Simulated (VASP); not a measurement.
# CeRh3Au2 in VASP: further runs

Runs on CeRh3Au2. Level: r2SCAN. Tasks: single point.

All numbers are computed with VASP 6.6.1; they aren't measurements. Logs are shortened: lines on timing, memory, paths and dates and some standing lists are left out, and cuts for length are marked.

## Step 1: The cell of the first run

The typed cell holds 6 atoms: a = 5.597 Å, b = 5.597 Å, c = 4.325 Å, α = 90.00°, β = 90.00°, γ = 120.00°.

## Step 2: Single point, r2SCAN

Input file POSCAR:

```
CeRh3Au2
1.0
    5.5972480000      0.0000000000      0.0000000000
   -2.7986240000      4.8473620000      0.0000000000
    0.0000000000      0.0000000000      4.3250570000
Rh Ce Au
3 1 2
Direct
    0.5000000000      0.0000000000      0.5000000000
    0.5000000000      0.5000000000      0.5000000000
    0.0000000000      0.5000000000      0.5000000000
    0.0000000000      0.0000000000      0.0000000000
    0.3333000000      0.6667000000      0.0000000000
    0.6666000000      0.3333000000      0.0000000000
```

Input file INCAR.step1:

```
PREC = Accurate
ENCUT = 520
ISMEAR = -1
SIGMA = 0.0749
LREAL = F
LASPH = T
NELM = 80
NBANDS = 48
GGA = PE
ALGO = Normal
EDIFF = 1E-4
LWAVE = T
LCHARG = F
```

Input file INCAR.step2:

```
PREC = Accurate
ENCUT = 520
EDIFF = 1E-7
ISMEAR = -1
SIGMA = 0.0749
LREAL = F
LASPH = T
NELM = 80
ALGO = Normal
ISIF = 2
LWAVE = F
LCHARG = T
METAGGA = R2SCAN
LMIXTAU = T
LELF = T
LVHAR = T
NBANDS = 48
ISTART = 1
```

Input file KPOINTS:

```
regular mesh
0
Gamma
  4 4 4
```

Potentials or basis: VASP PAW PBE potentials, release 64 (Rh_pv, Ce, Au).

On the command line:

```console
> cat potpaw_PBE.64/Rh_pv/POTCAR potpaw_PBE.64/Ce/POTCAR potpaw_PBE.64/Au/POTCAR > POTCAR
> cp INCAR.step1 INCAR
> mpirun -np 1 vasp_std > vasp.out
> cp INCAR.step2 INCAR
> mpirun -np 1 vasp_std > vasp.out
```

OUTCAR:

```text
PREC = Accurate
   ENCUT = 520
   EDIFF = 1E-7
   ISMEAR = -1
   LREAL = F
   LASPH = T
   NELM = 80
   ISIF = 2
   METAGGA = R2SCAN
   ISTART = 1

 ion  position               nearest neighbor table
   1  0.500  0.000  0.500-   5 2.70   6 2.70   5 2.70   6 2.70   2 2.80   3 2.80   2 2.80   3 2.80

   2  0.500  0.500  0.500-   6 2.70   6 2.70   5 2.70   5 2.70   3 2.80   3 2.80   1 2.80   1 2.80

   3  0.000  0.500  0.500-   5 2.70   5 2.70   6 2.70   6 2.70   2 2.80   2 2.80   1 2.80   1 2.80

   4  0.000  0.000  0.000-   6 3.23   5 3.23   6 3.23   5 3.23   6 3.23   5 3.23
   5  0.333  0.667  0.000-   3 2.70   3 2.70   1 2.70   1 2.70   2 2.70   2 2.70   4 3.23   6 3.23
                             4 3.23   6 3.23   6 3.23   4 3.23
   6  0.667  0.333  0.000-   2 2.70   2 2.70   1 2.70   1 2.70   3 2.70   3 2.70   4 3.23   5 3.23
                             4 3.23   5 3.23   5 3.23   4 3.23

  LATTYP: Found a hexagonal cell.
 ALAT       =     5.5972480000
 C/A-ratio  =     0.7727113396

  Lattice vectors:

 A1 = (   5.5972480000,   0.0000000000,   0.0000000000)
 A2 = (  -2.7986240000,   4.8473620000,   0.0000000000)
 A3 = (   0.0000000000,   0.0000000000,   4.3250570000)

Analysis of symmetry for initial positions (statically):
=====================================================================
 Subroutine PRICEL returns:
 Original cell was already a primitive cell.

 Routine SETGRP: Setting up the symmetry group for a
 hexagonal supercell.

 Subroutine GETGRP returns: Found  4 space group operations
 (whereof  4 operations were pure point group operations)
 out of a pool of 24 trial point group operations.

The static configuration has the point symmetry C_2v.

Analysis of symmetry for dynamics (positions and initial velocities):
=====================================================================
 Subroutine PRICEL returns:
 Original cell was already a primitive cell.

 Routine SETGRP: Setting up the symmetry group for a
 hexagonal supercell.

 Subroutine GETGRP returns: Found  4 space group operations
 (whereof  4 operations were pure point group operations)
 out of a pool of 24 trial point group operations.

The dynamic configuration has the point symmetry C_2v.

 Subroutine INISYM returns: Found  4 space group operations
 (whereof  4 operations are pure point group operations),
 and found     1 'primitive' translations

[... 98 lines left out ...]
   EDIFF  = 0.1E-06   stopping-criterion for ELM
   LREAL  =      F    real-space projection
   EDIFFG = 0.1E-05   stopping-criterion for IOM
   NSW    =      0    number of steps for IOM
   IBRION =     -1    ionic relax: 0-MD 1-quasi-New 2-CG
   NFREE  =      0    steps in history (QN), initial steepest desc. (CG)
   ISIF   =      2    stress and relaxation
   ISYM   =      2    0-nonsym 1-usesym 2-fastsym
   POTIM  = 0.5000    time-step for ionic-motion
   TEBEG  =    0.0;   TEEND  =   0.0 temperature during run
   PSTRESS=    0.0 pullay stress
   NELECT =      79.0000    total number of electrons
   NUPDOWN=      -1.0000    fix difference up-down
   EMIN   =  10.00;   EMAX   =-10.00  energy-range for DOS
   EFERMI =   0.00;   METHOD = LEGACY
   ISMEAR =    -1;   SIGMA  =   0.07  broadening in eV -4-tet -1-fermi 0-gaus
   EFERMI_NEDOS =   21; number of points for ismear=-14 and -15
   IALGO  =     38    algorithm
   IMIX   =      4    mixing-type and parameters
     AMIX     =   0.40;   BMIX     =  1.00
     AMIX_MAG =   1.60;   BMIX_MAG =  1.00
  volume/ion in A,a.u.               =      19.56       131.98
  Fermi-wavevector in a.u.,A,eV,Ry     =   1.434806  2.711391 28.009890  2.058669
  Thomas-Fermi vector in A             =   2.554174
   LORBIT       =      0    0 simple, 1 ext, 2 COOP (PROOUT), +10 PAW based schemes
   METAGGA = R2SCAN    functional components
   LHFCALC =     F    Hartree Fock is set to
   AEXX    =    0.0000 exact exchange contribution
   IVDW    =     0    specifies the selected vdW correction
   LEPSILON=     F    determine dielectric tensor
   LRPA    =     F    only Hartree local field effects (RPA)
 non-spin polarized calculation
  energy-cutoff  :      520.00
  volume of cell :      117.35
 maximum number of plane-waves:      3185
 NGX is ok and might be reduce to    42
   NGX = 21   NGY = 21   NGZ = 17

 number of electron      79.0000031 magnetization

 Free energy of the ion-electron system (eV)
  ---------------------------------------------------
  ext. energy  EPLUGINS =         0.00000000
  ---------------------------------------------------
  free energy    TOTEN  =      -206.24200582 eV

  energy without entropy =     -206.07324369  energy(sigma->0) =     -206.15762475

 E-fermi :   8.4400     XC(G=0): -12.8374

 val. band max:        8.3929055042   @ k =   0.2500   0.0000   0.0000
 cond. band min:       8.4740359655   @ k =   0.5000   0.2500   0.5000
 fundamental gap:      0.0811304613
 Fermi energy:         8.4400152091

 k-point     1 :       0.0000    0.0000    0.0000
  band No.  band energies     occupation
      1     -39.1942      2.00000
      2     -38.9186      2.00000
      3     -38.9186      2.00000
      4     -38.9021      2.00000
      5     -38.8634      2.00000
      6     -38.8632      2.00000
[... 1060 lines left out ...]
     47       8.8174      0.01288
     48       8.9199      0.00329

------------------------ aborting loop because EDIFF is reached ----------------------------------------

  FORCE on cell =-STRESS in cart. coord.  units (eV):
  Direction    XX          YY          ZZ          XY          YZ          ZX
  --------------------------------------------------------------------------------------
  -------------------------------------------------------------------------------------
  Total       -8.3637613     -8.3625669     -2.9376100      0.0000000      0.0000000      0.0000000
  in kB     -114.1932347   -114.1769264    -40.1081733      0.0000000      0.0000000      0.0000000
  external PRESSURE =     -89.4927781 kB  Pullay stress =       0.0000000 kB

 VOLUME and BASIS-vectors are now :
 -----------------------------------------------------------------------------
  energy-cutoff  :      520.00
  volume of cell :      117.35
      direct lattice vectors                 reciprocal lattice vectors
     5.597248000  0.000000000  0.000000000     0.178659227  0.103148888  0.000000000
    -2.798624000  4.847362000  0.000000000     0.000000000  0.206297776  0.000000000
     0.000000000  0.000000000  4.325057000     0.000000000  0.000000000  0.231210826

 POSITION                                       TOTAL-FORCE (eV/Angst)
 -----------------------------------------------------------------------------------
      2.79862      0.00000      2.16253         0.000157      0.000000      0.000000
      1.39931      2.42368      2.16253        -0.001187      0.000776      0.000000
     -1.39931      2.42368      2.16253        -0.001187     -0.000776      0.000000
      0.00000      0.00000      0.00000        -0.000892      0.000000      0.000000
     -0.00028      3.23174      0.00000         0.001554     -0.001233      0.000000
      2.79834      1.61563      0.00000         0.001554      0.001233      0.000000
 -----------------------------------------------------------------------------------
    total drift:                                0.000019      0.000000      0.000000

  FREE ENERGIE OF THE ION-ELECTRON SYSTEM (eV)
  ---------------------------------------------------
  free  energy   TOTEN  =      -206.2420058175 eV

  energy  without entropy=     -206.0732436908  energy(sigma->0) =     -206.15762475
```

OSZICAR.step1:

```text
N       E                     dE             d eps       ncg     rms          rms(c)
DAV:   1     0.886791242499E+03    0.88679E+03   -0.41991E+04  2296   0.198E+03
DAV:   2     0.547625425496E+02   -0.83203E+03   -0.79579E+03  2136   0.519E+02
DAV:   3    -0.320948441376E+02   -0.86857E+02   -0.78365E+02  2464   0.149E+02
[... 12 lines left out ...]
DAV:  16    -0.359341678563E+02    0.47218E-02   -0.50022E-03  2736   0.328E-01    0.449E-01
DAV:  17    -0.359359271936E+02   -0.17593E-02   -0.95806E-04  2000   0.164E-01    0.844E-01
DAV:  18    -0.359346567165E+02    0.12705E-02   -0.36954E-04  1672   0.123E-01    0.564E-01
DAV:  19    -0.359335313557E+02    0.11254E-02   -0.13541E-03  2344   0.153E-01    0.750E-02
DAV:  20    -0.359335214171E+02    0.99386E-05   -0.66105E-05  1152   0.373E-02
   1 F= -.35933521E+02 E0= -.35842476E+02  d E =-.182090E+00
```

It took 26 min on 1 thread of Intel Xeon 8259CL, shared host; peak memory 0.33 GiB.

Results:

- Free energy: -206.2420 eV
- Pressure: -8.9 GPa
- Band gap on the k mesh: zero (an odd number of electrons rules out a gap without spin polarisation)

Levels at points of the mesh, in eV from the Fermi level:
| k point | band 37 | band 38 | band 39 | band 40 | band 41 | band 42 |
| --- | --- | --- | --- | --- | --- | --- |
| (0.00, 0.00, 0.00) | -0.62 | 0.14 | 0.14 | 0.20 | 0.32 | 0.32 |
| (0.50, 0.00, 0.00) | -1.34 | -1.09 | -0.59 | 0.24 | 0.28 | 0.32 |
| (0.00, 0.50, 0.00) | -1.34 | -1.09 | -0.59 | 0.24 | 0.28 | 0.32 |
| (0.00, 0.00, 0.50) | -0.43 | -0.21 | -0.21 | 0.30 | 0.32 | 0.32 |
| (0.50, 0.00, 0.50) | -0.71 | -0.52 | -0.41 | -0.31 | 0.18 | 0.26 |
| (0.00, 0.50, 0.50) | -0.71 | -0.52 | -0.41 | -0.31 | 0.18 | 0.26 |

Caveat: the k points lie up to 0.36 Å⁻¹ apart, too coarse for converged energies and pressures of a metal; the PAW data sets were made with another functional, which shifts forces and pressure a little; spin-orbit coupling is left out, which moves the levels of the heavy elements; semilocal functionals describe open f shells poorly, which spoils levels, moments and volumes. Spin polarisation is off, so any magnetic state and its effect on volume and gap are missing.

## Step 3: Single point, r2SCAN

POSCAR is that of step 2.

Input file INCAR.step1:

```
SYSTEM = CeRh3Au2
ALGO = Normal
EDIFF = 1E-4
ENCUT = 520
GGA = PE
ISMEAR = -1
LASPH = .TRUE.
LCHARG = .FALSE.
LREAL = .FALSE.
LWAVE = .TRUE.
NBANDS = 48
NELM = 100
PREC = Accurate
SIGMA = 0.0749
```

Input file INCAR.step2:

```
SYSTEM = CeRh3Au2
ALGO = Normal
EDIFF = 1E-6
ENCUT = 520
ISIF = 2
ISMEAR = -1
ISTART = 1
LASPH = .TRUE.
LCHARG = .FALSE.
LMIXTAU = .TRUE.
LREAL = .FALSE.
LWAVE = .FALSE.
METAGGA = R2SCAN
NBANDS = 48
NELM = 100
PREC = Accurate
SIGMA = 0.0749
```

Input file KPOINTS:

```
k-points
0
G
  4 4 4
  0 0 0
```

Potentials or basis: VASP PAW PBE potentials, release 64 (Rh_pv, Ce, Au).

On the command line:

```console
> cat potpaw_PBE.64/Rh_pv/POTCAR potpaw_PBE.64/Ce/POTCAR potpaw_PBE.64/Au/POTCAR > POTCAR
> cp INCAR.step1 INCAR
> mpirun -np 1 vasp_std > vasp.out
> cp INCAR.step2 INCAR
> mpirun -np 1 vasp_std > vasp.out
```

It took 22 min on 1 thread of Intel Xeon 8259CL, shared host; peak memory 0.33 GiB.

It converged, with:

```yaml
Free_energy: -206.2420 eV
Pressure: -9.0 GPa
Band_gap_on_the_k_mesh: zero (an odd number of electrons rules out a gap without spin polarisation)
```

Stress tensor (GPa, compression positive):
```
-11.41   0.00   0.00
  0.00 -11.40   0.00
  0.00   0.00  -4.06
```

Levels at points of the mesh, in eV from the Fermi level:
| k point | band 37 | band 38 | band 39 | band 40 | band 41 | band 42 |
| --- | --- | --- | --- | --- | --- | --- |
| (0.00, 0.00, 0.00) | -0.62 | 0.14 | 0.14 | 0.20 | 0.32 | 0.32 |
| (0.50, 0.00, 0.00) | -1.34 | -1.09 | -0.59 | 0.25 | 0.28 | 0.32 |
| (0.00, 0.50, 0.00) | -1.34 | -1.09 | -0.59 | 0.25 | 0.28 | 0.32 |
| (0.00, 0.00, 0.50) | -0.43 | -0.21 | -0.21 | 0.30 | 0.32 | 0.32 |
| (0.50, 0.00, 0.50) | -0.71 | -0.52 | -0.41 | -0.31 | 0.19 | 0.26 |
| (0.00, 0.50, 0.50) | -0.71 | -0.52 | -0.41 | -0.31 | 0.19 | 0.26 |

Caveat: the k points lie up to 0.36 Å⁻¹ apart, too coarse for converged energies and pressures of a metal; the PAW data sets were made with another functional, which shifts forces and pressure a little; spin-orbit coupling is left out, which moves the levels of the heavy elements; semilocal functionals describe open f shells poorly, which spoils levels, moments and volumes.

(Continued in part 2 of 2.)

The gap in the log of VASP goes by the Fermi energy; the results here count the filled bands.